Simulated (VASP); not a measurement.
# Si48C47 (a cell with a defect) in VASP: a series of runs

Si48C47 (a cell with a defect) is run at these levels: PBEsol; tasks: single point, relaxation of the atoms.

All numbers are computed with VASP 6.6.1; they aren't measurements. Logs are shortened: lines on timing, memory, paths and dates and some standing lists are left out, and cuts for length are marked.

### Step 1. The cell of the first run

The cell holds a defect, 95 atoms: a = 9.234 Å, b = 10.663 Å, c = 10.076 Å, α = 90.00°, β = 90.00°, γ = 90.00°.

### Step 2. Single point, PBEsol, collinear spin

INCAR reads:

```
SYSTEM = Si48C47
PREC = Accurate
ENCUT = 520
EDIFF = 1E-7
ISMEAR = -1
SIGMA = 0.05
LREAL = Auto
LASPH = .True.
NELM = 150
ALGO = Normal
ISIF = 2
LWAVE = .False.
LCHARG = .False.
ISPIN = 2
MAGMOM = 0 0 0 0 0 0.5 0.5 0 0 0.5 0 0 0 0 0 0 0 0.5 0 0 0 0 0 0 0 0 0 0 0 0 0 0 0 0 0 0 0 0 0 0 0 0 0 0 0 0 0 0 0 0 0 0 0 0 0 0 0 0 0 0 0 0 0 0 0 0 0 0 0 0 0 0 0 0 0 0 0 0 0 0 0 0 0 0 0 0 0 0 0 0 0 0 0 0 0
LORBIT = 11
GGA = PS
NELECT = 378.0
ISYM = 0
NBANDS = 247
LUSENCCL = .False.
```

KPOINTS reads:

```
Automatic mesh
0
Gamma
  1 1 1
  0.25 0.25 0.25
```

POSCAR reads:

```
Si48C47
1.0
    9.2342040000      0.0000000000      0.0000000000
    0.0000000000     10.6627400000      0.0000000000
    0.0000000000      0.0000000000     10.0759470000
Si C
48 47
Direct
    0.9998510000      0.9994330000      0.5002100000
    0.3332570000      0.9988880000      0.5004910000
    0.1652390000      0.2491730000      0.5011150000
    0.9991800000      0.5015390000      0.5007760000
    0.6659330000      0.9990790000      0.5004660000
    0.4999650000      0.2403900000      0.5035720000
    0.3238120000      0.5047790000      0.5033060000
    0.1654410000      0.7502910000      0.5004050000
    0.8345250000      0.2487560000      0.5008320000
    0.6754390000      0.5041600000      0.5029760000
    0.4996890000      0.7512080000      0.5008930000
    0.8337090000      0.7505930000      0.5005000000
    0.9997950000      0.1659030000      0.2493890000
    0.3316500000      0.1660310000      0.2488420000
    0.1651570000      0.4159130000      0.2487190000
    0.9995850000      0.6669390000      0.2492150000
    0.6677970000      0.1659870000      0.2487220000
    0.4996210000      0.4167020000      0.2379440000
    0.3330820000      0.6681410000      0.2487600000
    0.1662310000      0.9166250000      0.2492100000
    0.8342550000      0.4155610000      0.2483730000
    0.6661900000      0.6681420000      0.2487570000
    0.4996290000      0.9171090000      0.2493680000
    0.8330330000      0.9167790000      0.2492530000
    0.1657880000      0.0829160000      0.7503310000
    0.9995550000      0.3328820000      0.7503930000
    0.4995560000      0.0820390000      0.7502140000
    0.3316390000      0.3325940000      0.7504790000
    0.1652160000      0.5840550000      0.7499290000
    0.9995640000      0.8334880000      0.7502190000
    0.8333560000      0.0828710000      0.7502240000
    0.6675900000      0.3325070000      0.7504720000
    0.4995030000      0.5846880000      0.7503380000
    0.3327430000      0.8336310000      0.7502770000
    0.8337060000      0.5840860000      0.7501010000
    0.6662710000      0.8336710000      0.7503350000
    0.9995790000      0.9997330000      0.9996440000
    0.3324400000      0.0000450000      0.9995850000
    0.1657530000      0.2494220000      0.9994490000
    0.9996240000      0.4994620000      0.9993270000
    0.6667470000      0.0000330000      0.9995430000
    0.4996560000      0.2502280000      0.9983480000
    0.3331310000      0.4998380000      0.9980950000
    0.1663130000      0.7504170000      0.9994190000
    0.8335640000      0.2493350000      0.9992970000
    0.6658700000      0.4998120000      0.9983770000
    0.4995930000      0.7508220000      0.9993940000
    0.8328440000      0.7504690000      0.9996190000
    0.9997100000      0.9996910000      0.1871160000
    0.3330590000      0.0001340000      0.1871150000
    0.1662100000      0.2499320000      0.1871030000
    0.9998220000      0.5000880000      0.1869630000
    0.6662740000      0.0000600000      0.1870500000
    0.4997990000      0.2497420000      0.1890630000
    0.3326610000      0.5002230000      0.1888640000
    0.1663850000      0.7498210000      0.1870010000
    0.8333940000      0.2496880000      0.1868230000
    0.6667610000      0.5002150000      0.1890770000
    0.4996470000      0.7503280000      0.1869650000
    0.8329520000      0.7498900000      0.1871350000
    0.9995390000      0.9996990000      0.6871100000
    0.3327920000      0.0003090000      0.6872120000
    0.1660170000      0.2498000000      0.6874320000
    0.9993900000      0.4996970000      0.6871840000
    0.6661560000      0.0003200000      0.6871860000
    0.4995680000      0.2515450000      0.6869750000
    0.3344480000      0.4990930000      0.6868310000
    0.1663900000      0.7498570000      0.6870910000
    0.8330930000      0.2497580000      0.6872800000
    0.6645910000      0.4989920000      0.6867240000
    0.4994870000      0.7503020000      0.6873590000
    0.8325190000      0.7498670000      0.6872200000
    0.0001470000      0.1661450000      0.4376250000
    0.3327600000      0.1682530000      0.4369660000
    0.1673560000      0.4159970000      0.4372770000
    0.9995490000      0.6666870000      0.4375450000
    0.6668910000      0.1682420000      0.4368250000
    0.3348850000      0.6660540000      0.4368910000
    0.1669440000      0.9163580000      0.4374620000
    0.8325310000      0.4147020000      0.4363690000
    0.6646290000      0.6660270000      0.4369310000
    0.4996660000      0.9168890000      0.4375780000
    0.8324550000      0.9170650000      0.4374500000
    0.1661250000      0.0832150000      0.9378510000
    0.9996800000      0.3332270000      0.9377610000
    0.4995970000      0.0837750000      0.9382290000
    0.3329380000      0.3332600000      0.9379540000
    0.1666050000      0.5831330000      0.9376860000
    0.9995870000      0.8330260000      0.9377750000
    0.8330740000      0.0831680000      0.9377090000
    0.6664370000      0.3332650000      0.9379410000
    0.4996050000      0.5834570000      0.9378330000
    0.3329400000      0.8335320000      0.9377630000
    0.8325560000      0.5830620000      0.9383130000
    0.6662750000      0.8335050000      0.9378190000
```

Potentials or basis: VASP PAW PBE potentials, release 64 (Si, C).

Launch:

```sh
> cat potpaw_PBE.64/Si/POTCAR potpaw_PBE.64/C/POTCAR > POTCAR
> mpirun -np 1 vasp_std > vasp.out
```

OUTCAR:

```text
SYSTEM = Si48C47
   PREC = Accurate
   ENCUT = 520
   EDIFF = 1E-7
   ISMEAR = -1
   LREAL = Auto
   LASPH = .True.
   NELM = 150
   ISIF = 2
   ISPIN = 2
   LORBIT = 11
   GGA = PS
   NELECT = 378.0
   ISYM = 0

 ion  position               nearest neighbor table
   1  1.000  0.999  0.500-  61 1.88  73 1.89  83 1.89  79 1.89  12 3.06   8 3.07   9 3.07   3 3.07
                            30 3.08   2 3.08  25 3.08  31 3.08   5 3.08  20 3.09  13 3.09  24 3.09
   2  0.333  0.999  0.500-  82 1.88  79 1.88  62 1.88  74 1.92   6 3.00  11 3.06   8 3.07   5 3.07
                            34 3.07  27 3.08   1 3.08  23 3.09   3 3.09  25 3.09  20 3.09  14 3.10
   3  0.165  0.249  0.501-  73 1.88  63 1.88  74 1.89  75 1.89   9 3.05   1 3.07  26 3.07  25 3.07
                            28 3.08   2 3.09  13 3.09   6 3.09   7 3.09   4 3.10  14 3.10  15 3.10
   4  0.999  0.502  0.501-  76 1.87  64 1.88  80 1.91  75 1.91  10 2.99   7 3.00  12 3.06   8 3.06
                            35 3.07  29 3.07  16 3.09  26 3.09   9 3.09   3 3.10  21 3.10  15 3.10
   5  0.666  0.999  0.500-  82 1.88  83 1.88  65 1.88  77 1.91   6 3.00  11 3.06  12 3.07   2 3.07
                            36 3.07  27 3.08   1 3.08   9 3.08  31 3.09  23 3.09  24 3.09  17 3.10
   6  0.500  0.240  0.504-  77 1.85  74 1.85  66 1.85   5 3.00   2 3.00  27 3.00  32 3.09   9 3.09
                             3 3.09  28 3.09  17 3.10  14 3.10
   7  0.324  0.505  0.503-  78 1.85  75 1.85  67 1.85   4 3.00   8 3.00  29 3.01  11 3.09  33 3.09
                             3 3.09  28 3.09  19 3.10  15 3.10
   8  0.165  0.750  0.500-  79 1.88  68 1.88  76 1.88  78 1.91   7 3.00  12 3.06   4 3.06   1 3.07
                             2 3.07  29 3.08  30 3.08  34 3.08  11 3.09  16 3.09  20 3.09  19 3.10
   9  0.835  0.249  0.501-  73 1.88  69 1.88  77 1.88  80 1.88   3 3.05   1 3.07  31 3.07  26 3.07
[... 124 lines left out ...]
  94  0.833  0.583  0.938-  46 1.88  40 1.88  48 1.89  35 1.90
  95  0.666  0.834  0.938-  47 1.88  48 1.88  41 1.88  36 1.89

IMPORTANT INFORMATION: All symmetrisations will be switched off!
NOSYMM: (Re-)initialisation of all symmetry stuff for point group C_1.

----------------------------------------------------------------------------------------

                                     Primitive cell

  volume of cell :     992.0971

  direct lattice vectors                    reciprocal lattice vectors
     9.234204000  0.000000000  0.000000000     0.108293037  0.000000000  0.000000000
     0.000000000 10.662740000  0.000000000     0.000000000  0.093784524  0.000000000
     0.000000000  0.000000000 10.075947000     0.000000000  0.000000000  0.099246254

  length of vectors
     9.234204000 10.662740000 10.075947000     0.108293037  0.093784524  0.099246254

  position of ions in fractional coordinates (direct lattice)
     0.999851000  0.999433000  0.500210000
     0.333257000  0.998888000  0.500491000
     0.165239000  0.249173000  0.501115000
     0.999180000  0.501539000  0.500776000
     0.665933000  0.999079000  0.500466000
     0.499965000  0.240390000  0.503572000
[... 87 lines left out ...]
     0.832556000  0.583062000  0.938313000
     0.666275000  0.833505000  0.937819000

  ion indices of the primitive-cell ions
   primitive index   ion index
                 1           1
                 2           2
                 3           3
                 4           4
                 5           5
                 6           6
[... 87 lines left out ...]
                94          94
                95          95

----------------------------------------------------------------------------------------

 KPOINTS: Automatic mesh

Automatic generation of k-mesh.
 Grid dimensions read from file:
 generate k-points for:    1    1    1

[... 67 lines left out ...]
   GGA     = PS    functional components
   LHFCALC =     F    Hartree Fock is set to
   AEXX    =    0.0000 exact exchange contribution
   IVDW    =     0    specifies the selected vdW correction
   LEPSILON=     F    determine dielectric tensor
   LRPA    =     F    only Hartree local field effects (RPA)
 spin polarized calculation
  energy-cutoff  :      520.00
  volume of cell :      992.10
 maximum number of plane-waves:     26706
 NGX is ok and might be reduce to    70
   NGX = 35   NGY = 39   NGZ = 37

 number of electron     378.0000019 magnetization       0.0000018

 Free energy of the ion-electron system (eV)
  ---------------------------------------------------
  ext. energy  EPLUGINS =         0.00000000
  ---------------------------------------------------
  free energy    TOTEN  =      -769.14170862 eV

  energy without entropy =     -769.14170860  energy(sigma->0) =     -769.14170861

 E-fermi :   8.7954     XC(G=0): -11.4465

 val. band max:        7.8583695224   @ k =   0.2500  -0.2500  -0.2500
 cond. band min:       9.7338031489   @ k =  -0.2500  -0.2500   0.2500
 fundamental gap:      1.8754336266
 Fermi energy:         8.7953841404

 spin component 1

 k-point     1 :       0.2500    0.2500    0.2500
  band No.  band energies     occupation
      1      -7.1674      1.00000
      2      -6.6432      1.00000
      3      -6.5757      1.00000
      4      -6.4457      1.00000
      5      -6.0455      1.00000
      6      -5.9425      1.00000
[... 805 lines left out ...]
    200      11.6022      0.00000
    201      11.7032      0.00000
 Fermi energy:         8.7953841404

 spin component 2

 k-point     1 :       0.2500    0.2500    0.2500
  band No.  band energies     occupation
      1      -7.1674      1.00000
      2      -6.6432      1.00000
      3      -6.5757      1.00000
      4      -6.4457      1.00000
      5      -6.0455      1.00000
      6      -5.9425      1.00000
[... 805 lines left out ...]
    200      11.6022      0.00000
    201      11.7032      0.00000
 [bands above 201 left out]

------------------------ aborting loop because EDIFF is reached ----------------------------------------

  FORCE on cell =-STRESS in cart. coord.  units (eV):
  Direction    XX          YY          ZZ          XY          YZ          ZX
  --------------------------------------------------------------------------------------
  -------------------------------------------------------------------------------------
  Total      -21.5404743    -20.7837899    -21.4298321      0.0009708     -0.1330544      0.0792537
  in kB      -34.7865762    -33.5645762    -34.6078955      0.0015677     -0.2148748      0.1279900
  external PRESSURE =     -34.3196827 kB  Pullay stress =       0.0000000 kB

 VOLUME and BASIS-vectors are now :
 -----------------------------------------------------------------------------
  energy-cutoff  :      520.00
  volume of cell :      992.10
      direct lattice vectors                 reciprocal lattice vectors
     9.234204000  0.000000000  0.000000000     0.108293037  0.000000000  0.000000000
     0.000000000 10.662740000  0.000000000     0.000000000  0.093784524  0.000000000
     0.000000000  0.000000000 10.075947000     0.000000000  0.000000000  0.099246254

 POSITION                                       TOTAL-FORCE (eV/Angst)
 -----------------------------------------------------------------------------------
      9.23283     10.65669      5.04009         0.000319     -0.006158     -0.004828
      3.07736     10.65088      5.04292         0.001738      0.008726      0.004865
      1.52585      2.65687      5.04921         0.007668      0.016890     -0.020593
      9.22663      5.34778      5.04579         0.055104     -0.001828     -0.001509
      6.14936     10.65292      5.04267         0.004278     -0.009503      0.008072
      4.61678      2.56322      5.07396        -0.030616      0.001852     -0.018755
[... 87 lines left out ...]
      7.68799      6.21704      9.45439        -0.011119      0.014018     -0.041725
      6.15252      8.88745      9.44941        -0.008547      0.003033     -0.000116
 -----------------------------------------------------------------------------------
    total drift:                               -0.002485     -0.009509      0.028471

  FREE ENERGIE OF THE ION-ELECTRON SYSTEM (eV)
  ---------------------------------------------------
  free  energy   TOTEN  =      -769.1417086237 eV

  energy  without entropy=     -769.1417085959  energy(sigma->0) =     -769.14170861

 total charge

# of ion       s       p       d       tot
------------------------------------------
    1        0.707   0.963   0.000   1.670
    2        0.708   0.958   0.000   1.666
    3        0.708   0.968   0.000   1.676
    4        0.708   0.951   0.000   1.659
    5        0.708   0.959   0.000   1.667
    6        0.738   0.907   0.000   1.645
[... 87 lines left out ...]
   94        0.834   1.692   0.000   2.525
   95        0.833   1.700   0.000   2.533
--------------------------------------------------
tot         73.269 125.704   0.000 198.973

 magnetization (x)

# of ion       s       p       d       tot
------------------------------------------
    1        0.000   0.000   0.000   0.000
    2        0.000   0.000   0.000   0.000
    3        0.000   0.000   0.000   0.000
    4        0.000   0.000   0.000   0.000
    5        0.000   0.000   0.000   0.000
    6        0.000  -0.000   0.000  -0.000
[... 87 lines left out ...]
   94        0.000  -0.000   0.000  -0.000
   95       -0.000   0.000   0.000   0.000
--------------------------------------------------
tot          0.000   0.000   0.000   0.000
```

It took 4.6 min on 1 × NVIDIA H100 80GB with 1 thread of AMD EPYC 7R13 (Zen 3), shared host; peak memory 2.6 GiB.

What came out:

- Free energy: -769.1417 eV
- Largest force: 0.156 eV/Å
- Net moment: 0.00 μB per cell
- Valence electrons inside the program's atomic spheres: Si 1.67, 1.68, 1.66, 1.65, 1.64 (each value once); C 2.53, 2.52, 2.54 (each value once)

Forces on the atoms (eV/Å):
```
Si   0.000 -0.006 -0.005
Si   0.002  0.009  0.005
Si   0.008  0.017 -0.021
Si   0.055 -0.002 -0.002
Si   0.004 -0.010  0.008
Si  -0.031  0.002 -0.019
Si   0.029  0.002  0.008
Si   0.009  0.003  0.011
Si   0.009 -0.026  0.023
Si   0.013  0.004 -0.022
Si   0.004 -0.001  0.007
Si   0.006  0.015 -0.010
Si   0.011 -0.006 -0.002
Si   0.015  0.000 -0.003
Si   0.020 -0.011  0.021
Si   0.011 -0.010  0.000
Si  -0.002 -0.005 -0.009
Si   0.016 -0.004  0.002
Si   0.008 -0.014 -0.011
Si   0.008  0.007  0.000
Si   0.016  0.016 -0.019
Si   0.008 -0.003  0.009
Si   0.004  0.000 -0.006
Si   0.016 -0.004 -0.001
Si  -0.008 -0.004 -0.001
Si  -0.004  0.000  0.000
Si  -0.012  0.003 -0.001
Si  -0.001 -0.013  0.004
Si   0.001  0.001 -0.015
Si  -0.015 -0.006 -0.002
Si  -0.006 -0.002 -0.001
Si  -0.012  0.004  0.003
Si   0.013  0.001  0.000
Si   0.002 -0.003  0.000
Si  -0.008 -0.010  0.018
Si  -0.007 -0.008 -0.001
Si   0.005 -0.002 -0.003
Si   0.000  0.000  0.004
Si   0.007 -0.001  0.001
Si   0.011 -0.004  0.000
Si   0.005  0.000  0.002
Si   0.007  0.002 -0.006
Si   0.020 -0.003  0.005
Si   0.006  0.011  0.004
Si   0.002  0.000 -0.003
Si   0.009 -0.008 -0.018
Si  -0.001  0.001 -0.006
Si   0.005  0.002 -0.008
C   -0.007  0.000 -0.001
C   -0.006 -0.007  0.001
C   -0.014  0.000  0.001
C   -0.030  0.003  0.003
C   -0.007  0.010  0.005
C   -0.015 -0.026  0.007
C   -0.029  0.020  0.008
C   -0.012 -0.003  0.003
C   -0.012  0.002  0.014
C    0.010  0.003 -0.009
C   -0.003  0.003  0.002
C   -0.007  0.009  0.001
C    0.018 -0.002 -0.008
C    0.015  0.005 -0.002
C    0.007  0.004 -0.002
C   -0.001 -0.004  0.002
C    0.012  0.007 -0.001
C    0.012  0.016  0.008
C    0.019 -0.006  0.014
C    0.011 -0.007  0.003
C    0.018 -0.006 -0.007
C    0.000 -0.005  0.007
C    0.010  0.005 -0.006
C    0.019  0.008 -0.003
C   -0.030  0.008 -0.008
C   -0.017  0.016  0.012
C   -0.066 -0.122 -0.071
C   -0.022  0.013 -0.014
C    0.013 -0.002  0.008
C   -0.005  0.025 -0.003
C    0.000  0.043 -0.018
C   -0.060  0.114  0.077
C   -0.008 -0.019 -0.003
C    0.003  0.009 -0.005
C   -0.008 -0.061  0.001
C    0.004  0.006  0.001
C   -0.006 -0.005  0.006
C   -0.002  0.003 -0.012
C   -0.014  0.006  0.002
C   -0.009 -0.008  0.050
C   -0.001 -0.005  0.003
C   -0.006  0.000  0.005
C   -0.003  0.005  0.013
C   -0.005 -0.006  0.018
C   -0.007 -0.001  0.005
C   -0.011  0.014 -0.042
C   -0.009  0.003  0.000
```

Caveat: the cell carries a net charge on a neutralising background, which shifts energy and pressure; the cell is charged against a uniform background, so pressure and absolute levels hang on convention; the PAW data sets were made with another functional, which shifts forces and pressure a little.

(Continued in part 2 of 2.)
